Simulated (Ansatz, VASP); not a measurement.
## Two plane-wave programs on Pt

The input INCAR:

```
PREC     = Accurate       # precision mode
ENCUT    = 520            # plane-wave cutoff, eV
EDIFF    = 1E-7           # SCF threshold, eV
ISMEAR   = -1             # smearing method
SIGMA    = 0.05           # smearing width, eV
LREAL    = F              # projectors in reciprocal space
LASPH    = T              # aspherical terms in the spheres
NELM     = 150            # most SCF steps
ALGO     = Fast           # electronic algorithm
ISIF     = 2              # what is computed and relaxed
LWAVE    = F              # write WAVECAR
LCHARG   = T              # write CHGCAR
MAGMOM   = 0 0 0          # initial moments
LORBIT   = 11             # projections on sites
LSORBIT  = T              # spin-orbit coupling
GGA_COMPAT= F            
LORBMOM  = T            
LMAXMIX  = 4              # l up to which the mixer works
GGA      = PE             # functional
LVHAR    = T            
NBANDS   = 21             # bands
```

The input KPOINTS:

```
Automatic mesh
0
Gamma
  9 9 9
```

File POSCAR:

```
Pt
1.0
   -1.5842200000      1.5842200000      1.5842200000
    1.5842200000     -1.5842200000      1.5842200000
    1.5842200000      1.5842200000     -1.5842200000
Pt
1
Direct
    0.0000000000      0.0000000000      0.0000000000
```

Contents of input.yaml:

```yaml
crystal:
  lattice:
    - [-1.58422, 1.58422, 1.58422]
    - [1.58422, -1.58422, 1.58422]
    - [1.58422, 1.58422, -1.58422]
  atoms:
    - { symbol: Pt, position: [0.0, 0.0, 0.0] }
hamiltonian:
  xc: pbe
  pseudopotentials: { kind: paw_fr }
magnetization:
  noncollinear: true
  spin_orbit: true
kpoints:
  mp_grid: { grid: [9, 9, 9] }
  band_path:
    path:
      - [[0.0, 0.0, 0.0], [0.5, -0.5, 0.5], [0.0, 0.0, 0.5], [0.0, 0.0, 0.0], [0.25, 0.25, 0.25], [0.5, -0.5, 0.5]]
      - [[0.25, 0.25, 0.25], [0.0, 0.0, 0.5]]
    npoints: 14
scf:
  occupations: { method: fermi_dirac, width: 0.05 }
  n_extra_bands: 6
output:
  forces: true
  stress: true
  eigenvalues: true
  fatbands: false
```

Alike in both runs: functional PBE; k mesh 9 × 9 × 9; occupations fermi-dirac, width 0.05 eV; non-collinear spin, spin-orbit coupling.

|  | VASP | Ansatz |
| --- | --- | --- |
| version | VASP 6.6.1 | Ansatz 0.2.0 |
| potentials or method | VASP PAW PBE potentials, release 64 (Pt) | Ansatz PAW |
| plane-wave cutoff (eV) | 520 | 420 |
| valence electrons in the cell | 10 | 18 |
| task | single point | band structure |

|  | VASP | Ansatz | Ansatz less VASP |
| --- | --- | --- | --- |
| pressure (GPa) | -1.3 | -1.2 | +0.14 |
| net moment per atom (μB) | 0.00 | 0.00 | 0.000 |

VASP's potentials hold 10 valence electrons a cell and Ansatz's 18, so a difference there can come from the potentials and not from the codes.
